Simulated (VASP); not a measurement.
# Si: single point with LDA

Crystal: Si.

```
Si
1.0
    -1.61599    1.61599    1.31147
     1.61599   -1.61599    1.31147
     1.61599    1.61599   -1.31147
Si
1
Direct
  0.00000 0.00000 0.00000
```

- Program: VASP 6.6.1
- Task: single point
- Functional: LDA
- Potentials or basis: VASP PAW LDA potentials, release 64 (Si)
- Cutoff: 520 eV
- k mesh: 14 × 14 × 14
- Occupations: methfessel-paxton, width 0.15 eV
- Spin: no spin polarisation
- Dipole correction: no
- Further INCAR settings: ALGO = Normal; EDIFF = 1e-07; NBANDS = 8

| Quantity | Value |
| --- | --- |
| Pressure | 1.7 GPa |
| Band gap on the k mesh | zero (band 2 reaches 20.69 eV, above the bottom of band 3 at 7.46 eV) |

Stress tensor (GPa, compression positive):
```
1.91 0.00 0.00
0.00 1.91 0.00
0.00 0.00 1.15
```

Levels at points of the mesh, in eV from the Fermi level:
```csv
k point,band 1,band 2,band 3,band 4,band 5,band 6
"(0.00, 0.00, 0.00)",-14.94,9.56,10.18,10.18,13.02,13.95
"(0.50, 0.00, 0.00)",-6.59,-6.17,4.80,6.28,6.59,9.37
"(0.50, 0.50, 0.00)",-8.66,-7.56,9.08,11.49,11.79,11.84
"(0.50, 0.50, 0.50)",-2.49,-2.49,-1.49,1.08,4.16,6.59
```

It took 7.2 s on 1 thread of Intel(R) Xeon(R) 6975P-C (Granite Rapids), with other jobs on the host, peak memory 0.12 GiB.
